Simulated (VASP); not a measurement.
A run of VASP 6.6.1 is set up as follows.

File INCAR:

```
PREC = Accurate ; ENCUT = 520
EDIFF = 1E-6 ; ISMEAR = 0
SIGMA = 0.1 ; LREAL = F
LASPH = T ; NELM = 80
ALGO = Normal ; ISIF = 2
LWAVE = F ; LCHARG = F
GGA = PE ; NBANDS = 31
```

File KPOINTS:

```
regular mesh
0
Gamma
  4 4 1
```

Contents of POSCAR:

```
Mg3CdSe4
1.0
    4.3082733626     -0.0004888837      0.0005097382
   -0.0003431455      4.2932329035      0.0005596438
   -0.0005937264      0.0005768302     11.9612217721
Mg Cd Se
3 1 4
Direct
    1.0000758643     -0.0000331281      0.7547089560
    0.4996678826      0.4999047049     -0.0000878186
    0.9998080475      0.0001364964      0.2449530639
    0.5005804008      0.5000409831      0.4997780960
    0.4998242025     -0.0001503494      0.1227518564
    0.0002803386      0.5000437508      0.3668935986
    0.5000776557      0.0001052223      0.6334007918
   -0.0003143918      0.4999523199      0.8776014557
```

Potentials or basis: VASP PAW PBE potentials, release 64 (Mg, Cd, Se).

Command:

```sh
$ cat potpaw_PBE.64/Mg/POTCAR potpaw_PBE.64/Cd/POTCAR potpaw_PBE.64/Se/POTCAR > POTCAR
$ mpirun -np 1 vasp_std > vasp.out
```

**Question.** What does it give for the band gap on the k mesh?

**Answer.** 1.85 eV.

**Question.** What does it give for the pressure?

**Answer.** 0.0 GPa.

Stress tensor (GPa, compression positive):
```
-0.13  0.00 -0.01
 0.00  0.03 -0.01
-0.01 -0.01 -0.01
```

Caveat: the k points lie up to 0.53 Å⁻¹ apart.
